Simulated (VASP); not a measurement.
Sb: single point with LDA

The system is Sb.

```
Sb
1.0
     3.08334    0.00000    0.00000
     0.00000    3.08334    0.00000
     0.00000    0.00000    3.08334
Sb
1
Direct
  0.00000 0.00000 0.00000
```

This isn't the form of Sb at room conditions, which is rhombohedral.

- Program: VASP 6.6.1
- Task: single point
- Functional: LDA
- Potentials or basis: VASP PAW LDA potentials, release 64 (Sb)
- Cutoff: 500 eV
- k mesh: 6 × 6 × 6
- Occupations: gaussian, width 0.1 eV
- Spin: no spin polarisation
- Dipole correction: no
- Further INCAR settings: ALGO = Normal; EDIFF = 1e-06; NBANDS = 8

```yaml
Pressure: -1.8 GPa
Band_gap_on_the_k_mesh: zero (an odd number of electrons rules out a gap without spin polarisation)
```

Levels at points of the mesh, in eV from the Fermi level:
```
           k point  band 1  band 2  band 3  band 4  band 5
(0.00, 0.00, 0.00)  -12.79    3.02    3.02    3.02    6.66
(0.50, 0.00, 0.00)  -10.32   -5.93    5.06    5.06    8.66
(0.50, 0.50, 0.00)   -7.70   -3.85   -3.85    1.88    7.14
(0.50, 0.50, 0.50)   -4.78   -1.89   -1.89   -1.89    4.57
```

Wall time 1.6 s on 1 thread of Intel(R) Xeon(R) 6975P-C (Granite Rapids) (shared host), peak memory 0.12 GiB.

Caveat: spin-orbit coupling is left out, which moves the levels of the heavy elements.
